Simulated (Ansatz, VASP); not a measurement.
Given: the input of a run of Ansatz 0.2.0 on Cu.

Contents of input.yaml:

```yaml
crystal:
  lattice:
    - [1.1935901047, -3.895204662, 0.0]
    - [1.1935901047, 3.895204662, 0.0]
    - [0.0, 0.0, 2.424961027]
  atoms:
    - { symbol: Cu, position: [0.86613335, 0.13386665, 0.75] }
    - { symbol: Cu, position: [0.13386665, 0.86613335, 0.25] }
hamiltonian:
  xc: pbesol
  pseudopotentials: { kind: paw }
kpoints:
  mp_grid: { grid: [11, 11, 11] }
scf:
  occupations: { method: fermi_dirac, width: 0.05 }
output:
  forces: true
  stress: true
  eigenvalues: true
```

Potentials or basis: Ansatz PAW.

The run is started by

```console
$ ansatz run input.yaml --threads 2 --pin off --max-ram 5632MiB --backend cpu --events-out ev --progress --plain --runs-dir out
```

Question: Translate it to VASP 6.6.1. Potentials there: VASP PAW PBE potentials, release 64 (Cu).

Answer: As run (the cutoff follows the program's own potentials):

INCAR

```
SYSTEM = Cu
PREC     = Accurate       ! precision mode
ENCUT    = 520            ! plane-wave cutoff, eV
EDIFF    = 1E-7           ! SCF threshold, eV
ISMEAR   = -1             ! smearing method
SIGMA    = 0.05           ! smearing width, eV
LREAL    = .FALSE.        ! projectors in reciprocal space
LASPH    = .TRUE.         ! aspherical terms in the spheres
NELM     = 80             ! most SCF steps
ALGO     = Normal         ! electronic algorithm
ISIF     = 2              ! what is computed and relaxed
LWAVE    = .FALSE.        ! write WAVECAR
LCHARG   = .TRUE.         ! write CHGCAR
GGA      = PS             ! functional
LELF     = .TRUE.         ! ELF
LVHAR    = .TRUE.       
NBANDS   = 18             ! bands
```

Contents of KPOINTS:

```
regular mesh
0
G
  11 11 11
  0 0 0
```

File POSCAR:

```
Cu
1.0
    1.1935901047     -3.8952046620      0.0000000000
    1.1935901047      3.8952046620      0.0000000000
    0.0000000000      0.0000000000      2.4249610270
Cu
2
Direct
    0.8661333500      0.1338666500      0.7500000000
    0.1338666500      0.8661333500      0.2500000000
```

Potentials or basis: VASP PAW PBE potentials, release 64 (Cu).

Command:

```bash
$ cat potpaw_PBE.64/Cu/POTCAR > POTCAR
$ mpirun -np 1 vasp_std > vasp.out
```

Both were run:

|  | VASP | Ansatz | Ansatz less VASP |
| --- | --- | --- | --- |
| gap on the k mesh at the Fermi level (eV) | none | none | - |
| pressure (GPa) | 9.6 | 9.0 | -0.65 |
| traceless stress, the component that is largest in VASP (GPa) | 0.83 | 0.80 | -0.021 |
| rms of the force components (eV/Å) | 0.050 | 0.047 | -0.0027 |

VASP's potentials were made for PBE, not for PBEsol. Atom by atom the forces differ by 0.003 eV/Å (rms over components). A gap of «none» marks a metal or a gap that the smearing closes. The functional is the same, so the differences come from potentials, cutoffs and numerics. VASP's potentials hold 22 valence electrons a cell and Ansatz's 38, so a difference there can come from the potentials and not from the codes.
